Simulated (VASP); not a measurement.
# I (I4/mmm) in VASP: relaxation of cell and atoms with r2SCAN

Aim: the relaxation of cell and atoms of I with r2SCAN.

Everything below comes from runs of VASP 6.6.1. Logs are shortened: lines on timing, memory, paths and dates and some standing lists are left out, and cuts for length are marked.

### Step 1. The cell of the first run

The structure is tetragonal, space group I4/mmm (No. 139). The conventional cell has a = 3.235 Å, b = 3.235 Å, c = 8.530 Å, α = 90.00°, β = 90.00°, γ = 90.00°. Within 4.3 Å of I (site symmetry 4/mmm) lie 4 I at 3.23 Å.

### Step 2. Relaxation of cell and atoms, r2SCAN

Input file POSCAR:

```
I
1.0
   -1.6174560000      1.6174560000      4.2648080000
    1.6174560000     -1.6174560000      4.2648080000
    1.6174560000      1.6174560000     -4.2648080000
I
1
Direct
    0.0000000000      0.0000000000      0.0000000000
```

Input file INCAR.step1:

```
SYSTEM = I
ALGO     = Normal         ! electronic algorithm
EDIFF    = 1E-4           ! SCF threshold, eV
ENCUT    = 600            ! plane-wave cutoff, eV
GGA      = PE             ! functional
ISMEAR   = -1             ! smearing method
LASPH    = .TRUE.         ! aspherical terms in the spheres
LCHARG   = .FALSE.        ! write CHGCAR
LREAL    = .FALSE.        ! projectors in reciprocal space
LWAVE    = .TRUE.         ! write WAVECAR
NELM     = 80             ! most SCF steps
PREC     = Accurate       ! precision mode
SIGMA    = 0.05           ! smearing width, eV
```

Input file INCAR.step2:

```
SYSTEM = I
ALGO     = Normal         ! electronic algorithm
EDIFF    = 1E-7           ! SCF threshold, eV
EDIFFG   = -0.01          ! ionic threshold
ENCUT    = 600            ! plane-wave cutoff, eV
IBRION   = 2              ! ionic algorithm
ISIF     = 3              ! what is computed and relaxed
ISMEAR   = -1             ! smearing method
ISTART   = 1            
LASPH    = .TRUE.         ! aspherical terms in the spheres
LCHARG   = .FALSE.        ! write CHGCAR
LMIXTAU  = .TRUE.       
LREAL    = .FALSE.        ! projectors in reciprocal space
LWAVE    = .FALSE.        ! write WAVECAR
METAGGA  = R2SCAN         ! meta-GGA
NELM     = 80             ! most SCF steps
NSW      = 60             ! ionic steps
PREC     = Accurate       ! precision mode
SIGMA    = 0.05           ! smearing width, eV
```

Input file KPOINTS:

```
k-points
0
G
  11 11 11
  0 0 0
```

Potentials or basis: VASP PAW PBE potentials, release 64 (I).

Launch:

```
cat potpaw_PBE.64/I/POTCAR > POTCAR
cp INCAR.step1 INCAR
mpirun -np 1 vasp_std > vasp.out
cp INCAR.step2 INCAR
mpirun -np 1 vasp_std > vasp.out
```

OUTCAR:

```text
SYSTEM = I
   EDIFF = 1E-7
   EDIFFG = -0.01
   ENCUT = 600
   IBRION = 2
   ISIF = 3
   ISMEAR = -1
   ISTART = 1
   LASPH = .TRUE.
   LREAL = .FALSE.
   METAGGA = R2SCAN
   NELM = 80
   NSW = 60
   PREC = Accurate

 ion  position               nearest neighbor table
   1  0.000  0.000  0.000-

  LATTYP: Found a body centered tetragonal cell.
 ALAT       =     3.2349120000
 C/A-ratio  =     2.6367381864

  Lattice vectors:

 A1 = (  -1.6174560000,   1.6174560000,   4.2648080000)
 A2 = (   1.6174560000,  -1.6174560000,   4.2648080000)
 A3 = (   1.6174560000,   1.6174560000,  -4.2648080000)

Analysis of symmetry for initial positions (statically):
=====================================================================
 Subroutine PRICEL returns:
 Original cell was already a primitive cell.

 Routine SETGRP: Setting up the symmetry group for a
 body centered tetragonal supercell.

 Subroutine GETGRP returns: Found 16 space group operations
 (whereof 16 operations were pure point group operations)
 out of a pool of 16 trial point group operations.

The static configuration has the point symmetry D_4h.

Analysis of symmetry for dynamics (positions and initial velocities):
=====================================================================
 Subroutine PRICEL returns:
 Original cell was already a primitive cell.

 Routine SETGRP: Setting up the symmetry group for a
 body centered tetragonal supercell.

 Subroutine GETGRP returns: Found 16 space group operations
 (whereof 16 operations were pure point group operations)
 out of a pool of 16 trial point group operations.

The dynamic configuration has the point symmetry D_4h.

 Subroutine INISYM returns: Found 16 space group operations
 (whereof 16 operations are pure point group operations),
 and found     1 'primitive' translations

----------------------------------------------------------------------------------------

                                     Primitive cell

  volume of cell :      44.6297

  direct lattice vectors                    reciprocal lattice vectors
    -1.617456000  1.617456000  4.264808000     0.000000000  0.309127420  0.117238572
     1.617456000 -1.617456000  4.264808000     0.309127420  0.000000000  0.117238572
     1.617456000  1.617456000 -4.264808000     0.309127420  0.309127420  0.000000000

  length of vectors
     4.839515999  4.839515999  4.839515999     0.330612529  0.330612529  0.437172190

  position of ions in fractional coordinates (direct lattice)
     0.000000000  0.000000000  0.000000000

  ion indices of the primitive-cell ions
   primitive index   ion index
                 1           1

----------------------------------------------------------------------------------------

 KPOINTS: k-points

Automatic generation of k-mesh.
 Grid dimensions read from file:
 generate k-points for:   11   11   11

 Generating k-lattice:

  Cartesian coordinates                     Fractional coordinates (reciprocal lattice)
     0.000000000  0.028102493  0.010658052     0.090909091  0.000000000  0.000000000
     0.028102493  0.000000000  0.010658052     0.000000000  0.090909091  0.000000000
     0.028102493  0.028102493  0.000000000     0.000000000  0.000000000  0.090909091

  Length of vectors
     0.030055684  0.030055684  0.039742926

  Shift w.r.t. Gamma in fractional coordinates (k-lattice)
     0.000000000  0.000000000  0.000000000

 Subroutine IBZKPT returns following result:
 ===========================================

 Found    126 irreducible k-points:

 Following reciprocal coordinates:
            Coordinates               Weight
  0.000000  0.000000  0.000000      1.000000
  0.090909 -0.000000  0.000000      8.000000
  0.181818  0.000000  0.000000      8.000000
  0.272727  0.000000  0.000000      8.000000
  0.363636 -0.000000  0.000000      8.000000
  0.454545  0.000000  0.000000      8.000000
[... 16 lines left out ...]
 -0.272727  0.181818  0.000000     16.000000
 -0.181818  0.181818  0.000000      4.000000
 [... further k-points ...]
   k-points           NKPTS =    126   k-points in BZ     NKDIM =    126   number of bands    NBANDS=      7
   number of dos      NEDOS =    301   number of ions     NIONS =      1
   total plane-waves  NPLWV =  64000
   dimension x,y,z NGX =    40 NGY =   40 NGZ =   40
   dimension x,y,z NGXF=    80 NGYF=   80 NGZF=   80
   ions per type =               1
   NGX,Y,Z   is equivalent  to a cutoff of  13.74, 13.74, 13.74 a.u.
   NGXF,Y,Z  is equivalent  to a cutoff of  27.48, 27.48, 27.48 a.u.
 SYSTEM =  I
   PREC   = accura    normal or accurate (medium, high low for compatibility)
   ISTART =      1    job   : 0-new  1-cont  2-samecut
   ICHARG =      0    charge: 1-file 2-atom 10-const
   ISPIN  =      1    spin polarized calculation?
   LNONCOLLINEAR =      F non collinear calculations
   LSORBIT =      F    spin-orbit coupling
   LASPH  =      T    aspherical Exc in radial PAW
   ENCUT  =  600.0 eV  44.10 Ry    6.64 a.u.   9.67  9.67  9.67*2*pi/ulx,y,z
   NELM   =     80;   NELMIN=  2; NELMDL=  0     # of ELM steps
   EDIFF  = 0.1E-06   stopping-criterion for ELM
   LREAL  =      F    real-space projection
   EDIFFG = -.1E-01   stopping-criterion for IOM
   NSW    =     60    number of steps for IOM
   IBRION =      2    ionic relax: 0-MD 1-quasi-New 2-CG
   NFREE  =      1    steps in history (QN), initial steepest desc. (CG)
   ISIF   =      3    stress and relaxation
   ISYM   =      2    0-nonsym 1-usesym 2-fastsym
   POTIM  = 0.5000    time-step for ionic-motion
   TEBEG  =    0.0;   TEEND  =   0.0 temperature during run
   PSTRESS=    0.0 pullay stress
   NELECT =       7.0000    total number of electrons
   NUPDOWN=      -1.0000    fix difference up-down
   EMIN   =  10.00;   EMAX   =-10.00  energy-range for DOS
   EFERMI =   0.00;   METHOD = LEGACY
   ISMEAR =    -1;   SIGMA  =   0.05  broadening in eV -4-tet -1-fermi 0-gaus
   EFERMI_NEDOS =   21; number of points for ismear=-14 and -15
   IALGO  =     38    algorithm
   IMIX   =      4    mixing-type and parameters
     AMIX     =   0.40;   BMIX     =  1.00
     AMIX_MAG =   1.60;   BMIX_MAG =  1.00
  volume/ion in A,a.u.               =      44.63       301.18
  Fermi-wavevector in a.u.,A,eV,Ry     =   0.882875  1.668392 10.605317  0.779469
  Thomas-Fermi vector in A             =   2.003566
   LORBIT       =      0    0 simple, 1 ext, 2 COOP (PROOUT), +10 PAW based schemes
   METAGGA = R2SCAN    functional components
   LHFCALC =     F    Hartree Fock is set to
   AEXX    =    0.0000 exact exchange contribution
   IVDW    =     0    specifies the selected vdW correction
   LEPSILON=     F    determine dielectric tensor
   LRPA    =     F    only Hartree local field effects (RPA)
 conjugate gradient relaxation of ions
 non-spin polarized calculation
  energy-cutoff  :      600.00
  volume of cell :       44.63
 maximum number of plane-waves:      1517
   NGX = 19   NGY = 19   NGZ = 19

--------------------------------------- Ionic step        1  -------------------------------------------

 number of electron       7.0000000 magnetization

 Free energy of the ion-electron system (eV)
  ---------------------------------------------------
  ext. energy  EPLUGINS =         0.00000000
  ---------------------------------------------------
  free energy    TOTEN  =       -24.41307912 eV

  energy without entropy =      -24.40717484  energy(sigma->0) =      -24.41012698

------------------------ aborting loop because EDIFF is reached ----------------------------------------

  FORCE on cell =-STRESS in cart. coord.  units (eV):
  Direction    XX          YY          ZZ          XY          YZ          ZX
  --------------------------------------------------------------------------------------
  -------------------------------------------------------------------------------------
  Total       -0.0550855     -0.0550855     -0.1675346      0.0000000     -0.0000000      0.0000000
  in kB       -1.9775302     -1.9775302     -6.0143776      0.0000000     -0.0000000      0.0000000
  external PRESSURE =      -3.3231460 kB  Pullay stress =       0.0000000 kB
[... 86 lines left out ...]
  FREE ENERGIE OF THE ION-ELECTRON SYSTEM (eV)
  ---------------------------------------------------
  free  energy   TOTEN  =       -24.4158043192 eV

  energy  without entropy=      -24.4102235371  energy(sigma->0) =      -24.41301393

[... ionic steps 4 to 9 ...]

--------------------------------------- Ionic step       10  -------------------------------------------

 number of electron       7.0000000 magnetization

------------------------ aborting loop because EDIFF is reached ----------------------------------------

  FORCE on cell =-STRESS in cart. coord.  units (eV):
  Direction    XX          YY          ZZ          XY          YZ          ZX
  --------------------------------------------------------------------------------------
  -------------------------------------------------------------------------------------
  Total       -0.0193934     -0.0193934      0.0080089      0.0000000     -0.0000000      0.0000000
  in kB       -0.7677191     -0.7677191      0.3170427      0.0000000     -0.0000000      0.0000000
  external PRESSURE =      -0.4061318 kB  Pullay stress =       0.0000000 kB
[... 55 lines left out ...]
  energy  without entropy=      -24.4179130565  energy(sigma->0) =      -24.42027509

--------------------------------------- Ionic step       12  -------------------------------------------

 number of electron       7.0000000 magnetization

 Free energy of the ion-electron system (eV)
  ---------------------------------------------------
  ext. energy  EPLUGINS =         0.00000000
  ---------------------------------------------------
  free energy    TOTEN  =       -24.42265561 eV

  energy without entropy =      -24.41791181  energy(sigma->0) =      -24.42028371

 E-fermi :   3.3486     XC(G=0):  -8.6853

 val. band max:        3.3382792051   @ k =  -0.1818  -0.2727   0.1818
 cond. band min:       3.3493768702   @ k =  -0.3636  -0.3636   0.2727
 fundamental gap:      0.0110976651
 Fermi energy:         3.3485721342

 k-point     1 :       0.0000    0.0000    0.0000
  band No.  band energies     occupation
      1     -11.1102      2.00000
      2       1.2588      2.00000
      3       4.2335      0.00000
      4       4.2335      0.00000
      5       8.3607      0.00000
      6      11.1446      0.00000
      7      12.1952      0.00000
[... 221 lines left out ...]
 k-point    24 :      -0.1818    0.1818    0.0000
  band No.  band energies     occupation
      1     -10.4261      2.00000
      2       1.6879      2.00000
      3       2.0856      2.00000
      4       2.1386      2.00000
      5       9.3461      0.00000
      6      12.6119      0.00000
      7      12.6565      0.00000

 [... further k-points ...]

------------------------ aborting loop because EDIFF is reached ----------------------------------------

  FORCE on cell =-STRESS in cart. coord.  units (eV):
  Direction    XX          YY          ZZ          XY          YZ          ZX
  --------------------------------------------------------------------------------------
  -------------------------------------------------------------------------------------
  Total       -0.0078279     -0.0078279      0.0043328      0.0000000     -0.0000000      0.0000000
  in kB       -0.3096820     -0.3096820      0.1714113      0.0000000     -0.0000000      0.0000000
  external PRESSURE =      -0.1493175 kB  Pullay stress =       0.0000000 kB
[... 16 lines left out ...]
  FREE ENERGIE OF THE ION-ELECTRON SYSTEM (eV)
  ---------------------------------------------------
  free  energy   TOTEN  =       -24.4226556134 eV

  energy  without entropy=      -24.4179118055  energy(sigma->0) =      -24.42028371

 reached required accuracy - stopping structural energy minimisation
```

It took 33 min on 1 thread of Intel Xeon Platinum 8488C (Sapphire Rapids), shared host; peak memory 0.29 GiB.

What came out:

| Property | Result |
| --- | --- |
| Free energy | -24.4227 eV |
| Relaxed volume | 40.50 Å³/atom |
| Relaxed cell | a = 4.505 Å, b = 4.505 Å, c = 4.505 Å, α = 137.99°, β = 137.99°, γ = 60.91° |
| Space group after relaxing (to 0.1 Å) | I4/mmm (No. 139) |
| Energy gained by relaxing | 9.6 meV/atom |
| Ionic steps | 12 |
| Pressure after relaxing | 0.0 GPa |
| Band gap on the k mesh | zero (an odd number of electrons rules out a gap without spin polarisation) |

The path:
| step | energy change (eV) | largest force (eV/Å) | pressure (GPa) | volume (Å³) |
| --- | --- | --- | --- | --- |
| 1 | 0.0000 | 0.0000 | -0.33 | 44.63 |
| 2 | -0.0014 | 0.0000 | -0.14 | 44.03 |
| 3 | -0.0027 | 0.0000 | 0.21 | 43.06 |
| 4 | -0.0035 | 0.0000 | 0.18 | 42.91 |
| 5 | -0.0057 | 0.0000 | 0.08 | 42.46 |
| 6 | -0.0087 | 0.0000 | -0.10 | 41.53 |
| 7 | -0.0063 | 0.0000 | -0.32 | 39.65 |
| 8 | -0.0094 | 0.0000 | -0.18 | 41.03 |
| 9 | -0.0094 | 0.0000 | -0.20 | 40.90 |
| 10 | -0.0096 | 0.0000 | -0.04 | 40.47 |
| 11 | -0.0096 | 0.0000 | -0.04 | 40.47 |
| 12 | -0.0096 | 0.0000 | -0.01 | 40.50 |

Final structure:
```
I
1.0
    -1.61465    1.61465    3.88347
     1.61465   -1.61465    3.88347
     1.61465    1.61465   -3.88347
I
1
Direct
  0.00000 0.00000 0.00000
```

Levels at points of the mesh, in eV from the Fermi level:
| k point | band 1 | band 2 | band 3 | band 4 | band 5 | band 6 | band 7 |
| --- | --- | --- | --- | --- | --- | --- | --- |
| (0.00, 0.00, 0.00) | -14.46 | -2.09 | 0.88 | 0.88 | 5.01 | 7.80 | 8.85 |

Caveat: the PAW data sets were made with another functional, which shifts forces and pressure a little; spin-orbit coupling is left out, which moves the levels of the heavy elements; an odd number of electrons without spin polarisation forces a metal; a magnetic or distorted state may lie lower.
